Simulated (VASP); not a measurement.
Write the native input for VASP 6.6.1 that does the following.

| Property | Result |
| --- | --- |
| Task | single point |
| Functional | PBEsol |
| Potentials or basis | VASP PAW PBE potentials, release 64 (W_sv, Se) |
| Cutoff | 520 eV |
| k mesh | 12 × 12 × 1 |
| Occupations | gaussian, width 0.02 eV |
| Spin | no spin polarisation |
| Dipole correction | no |
| Further INCAR settings | ALGO = Normal; EDIFF = 1e-06; NBANDS = 64 |

The structure of WSe2 lies in POSCAR:

```
WSe2
1.0
    3.2708710908      0.0000000000      0.0000000000
   -1.6354355454      2.8326574572      0.0000000000
    0.0000000000      0.0000000000     35.7728431694
W Se
4 8
Direct
    0.6666666667      0.3333333333      0.9075785577
    0.6666666667      0.3333333333      0.2771432768
    0.3333333333      0.6666666667      0.7228567232
    0.3333333333      0.6666666667      0.0924214423
    0.3333333333      0.6666666667      0.9543825441
    0.3333333333      0.6666666667      0.3238890670
    0.6666666667      0.3333333333      0.7696679895
    0.6666666667      0.3333333333      0.1392253910
    0.3333333333      0.6666666667      0.8607746090
    0.3333333333      0.6666666667      0.2303320105
    0.6666666667      0.3333333333      0.6761109330
    0.6666666667      0.3333333333      0.0456174559
```

These files were run (other wordings do the same):

INCAR

```
PREC = Accurate
ENCUT = 520
EDIFF = 1E-6
ISMEAR = 0
SIGMA = 0.02
LREAL = False
LASPH = True
NELM = 100
ALGO = Normal
ISIF = 2
LWAVE = False
LCHARG = False
GGA = PS
NBANDS = 64
```

KPOINTS

```
Automatic mesh
0
Gamma
  12 12 1
```

Potentials or basis: VASP PAW PBE potentials, release 64 (W_sv, Se).

Launch:

```console
$ cat potpaw_PBE.64/W_sv/POTCAR potpaw_PBE.64/Se/POTCAR > POTCAR
$ mpirun -np 1 vasp_std > vasp.out
```

Results of the run:

| Quantity | Value |
| --- | --- |
| Largest force | 0.061 eV/Å |
| Band gap on the k mesh | 1.16 eV (least direct gap 1.61 eV) |

Caveat: the PAW data sets were made with another functional, which shifts forces and pressure a little; spin-orbit coupling is left out, which moves the levels of the heavy elements.

It took 16 min on 1 thread of Intel Xeon 8259CL, with other jobs on the host, peak memory 0.59 GiB.
